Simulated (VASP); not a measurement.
A run of VASP 6.6.1 is set up as follows.

INCAR

```
  PREC = Accurate
  ENCUT = 520
  EDIFF = 1E-6
  ISMEAR = 0
  SIGMA = 0.1
  LREAL = Auto
  LASPH = T
  NELM = 80
  ALGO = Normal
  ISIF = 2
  LWAVE = F
  LCHARG = F
  NBANDS = 49
```

KPOINTS

```
regular mesh
0
Gamma
  3 4 1
```

File POSCAR:

```
Al20O
1.0
    8.1000000000      0.0000000000      0.0000000000
    0.0000000000      5.7275650000      0.0000000000
    0.0000000000      0.0000000000     16.7275650000
Al O
20 1
Direct
    0.0000000000      0.0000000000      0.0597816239
    0.5000000000      0.0000000000      0.0597816239
    0.0000000000      0.5000000873      0.0597816239
    0.5000000000      0.5000000873      0.0597816239
    0.2500000000      0.2499999564      0.1453823076
    0.7500000000      0.2499999564      0.1453823076
    0.2500000000      0.7500000436      0.1453823076
    0.7500000000      0.7500000436      0.1453823076
    0.0016444444     -0.0011367833      0.2236626192
    0.4985381481     -0.0034119211      0.2230548798
    0.0016438272      0.5011010787      0.2236305165
    0.4985162963      0.5035020991      0.2230692871
    0.2499802469      0.2500167174      0.3064565584
    0.7373970370      0.2499625932      0.3061023526
    0.2440448148      0.7500815792      0.3192661335
    0.7419087654      0.7500688338      0.3084464475
   -0.0128155556      0.0165321563      0.3827386114
    0.4984823457      0.0022449331      0.3846348826
   -0.0127170370      0.4833024156      0.3825293161
    0.4985198765      0.4978063104      0.3846193992
    0.0975686420      0.7498762563      0.4071322993
```

Potentials or basis: VASP PAW LDA potentials, release 64 (Al, O).

Run with:

```sh
$ cat potpaw_LDA.64/Al/POTCAR potpaw_LDA.64/O/POTCAR > POTCAR
$ mpirun -np 1 vasp_std > vasp.out
```

Question: Predict the largest force.

Answer: 0.333 eV/Å.

Question: Estimate the band gap on the k mesh.

Answer: Zero (band 33 reaches 1.24 eV, above the bottom of band 34 at 0.97 eV).

Forces in eV/Å, atoms in the order of the input:
```
Al   0.042 -0.117  0.306
Al   0.031  0.070  0.203
Al   0.042  0.117  0.305
Al   0.031 -0.070  0.203
Al   0.092  0.000 -0.320
Al  -0.082  0.000 -0.304
Al  -0.076  0.000 -0.116
Al  -0.074  0.000 -0.316
Al  -0.005  0.000  0.004
Al   0.000 -0.003  0.000
Al  -0.005  0.002 -0.001
Al   0.002  0.002 -0.001
Al  -0.001 -0.001  0.009
Al   0.001  0.001  0.000
Al   0.021  0.000 -0.029
Al   0.002 -0.001  0.002
Al  -0.030  0.058 -0.013
Al   0.004  0.001  0.007
Al  -0.030 -0.058  0.001
Al   0.003 -0.001  0.007
O    0.033  0.001  0.053
```
